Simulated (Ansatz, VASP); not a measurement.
# BN: VASP beside Ansatz

The input INCAR:

```
SYSTEM = BN
  PREC = Accurate
  ENCUT = 520
  EDIFF = 1E-6
  ISMEAR = 0
  SIGMA = 0.01
  LREAL = .False.
  LASPH = .True.
  NELM = 80
  ALGO = Normal
  ISIF = 2
  LWAVE = .False.
  LCHARG = .False.
  LDIPOL = .True.
  IDIPOL = 3
  DIPOL = 0.5 0.5 0.500
  GGA = PS
  NBANDS = 26
```

KPOINTS

```
Automatic mesh
0
Gamma
  12 12 1
  0 0 0
```

The input POSCAR:

```
BN
1.0
    2.5043488730      0.0000000000      0.0000000000
   -1.2521744365      2.1688297439      0.0000000000
    0.0000000000      0.0000000000     25.5286415822
B N
4 4
Direct
    0.6666666667      0.3333333333      0.2937876650
    0.3333333333      0.6666666667      0.4312625550
    0.6666666667      0.3333333333      0.5687374450
    0.3333333333      0.6666666667      0.7062123350
    0.3333333333      0.6666666667      0.2937876650
    0.6666666667      0.3333333333      0.4312625550
    0.3333333333      0.6666666667      0.5687374450
    0.6666666667      0.3333333333      0.7062123350
```

Input for Ansatz:

```yaml
crystal:
  lattice:
    - [2.504348873, 0.0, 0.0]
    - [-1.2521744365, 2.1688297439, 0.0]
    - [0.0, 0.0, 25.5286415822]
  atoms:
    - { symbol: B, position: [0.6666666667, 0.3333333333, 0.293787665] }
    - { symbol: "N", position: [0.3333333333, 0.6666666667, 0.293787665] }
    - { symbol: B, position: [0.3333333333, 0.6666666667, 0.431262555] }
    - { symbol: "N", position: [0.6666666667, 0.3333333333, 0.431262555] }
    - { symbol: B, position: [0.6666666667, 0.3333333333, 0.568737445] }
    - { symbol: "N", position: [0.3333333333, 0.6666666667, 0.568737445] }
    - { symbol: B, position: [0.3333333333, 0.6666666667, 0.706212335] }
    - { symbol: "N", position: [0.6666666667, 0.3333333333, 0.706212335] }
basis:
  ecutwfc: 420
kpoints:
  mp_grid: { grid: [12, 12, 1] }
hamiltonian:
  xc: pbesol
scf:
  occupations: { method: fixed }
  max_iter: 76
output:
  forces: true
  stress: true
  eigenvalues: true
efield:
  axis: 3
  dipole_correction: true
  ramp_width: 0.04
```

Alike in both runs: task single point; functional PBEsol; k mesh 12 × 12 × 1; no spin polarisation.

```csv
,VASP,Ansatz
version,VASP 6.6.1,Ansatz 0.2.0
potentials or method,"VASP PAW PBE potentials, release 64 (B, N), cutoff 520 eV","scalar-relativistic, plane waves, PAW"
occupations,"gaussian, width 0.01 eV",fixed
valence electrons in the cell,32,32
```

Ansatz gave:

- gap on the k mesh at the Fermi level (eV): 4.33
- least direct gap on the mesh (eV): 4.63
- rms of the force components (eV/Å): 0.011

Problem. Estimate VASP's values.

Solution. gap on the k mesh at the Fermi level (eV): 4.32; least direct gap on the mesh (eV): 4.62; rms of the force components (eV/Å): 0.011.

VASP's potentials were made for PBE, not for PBEsol.
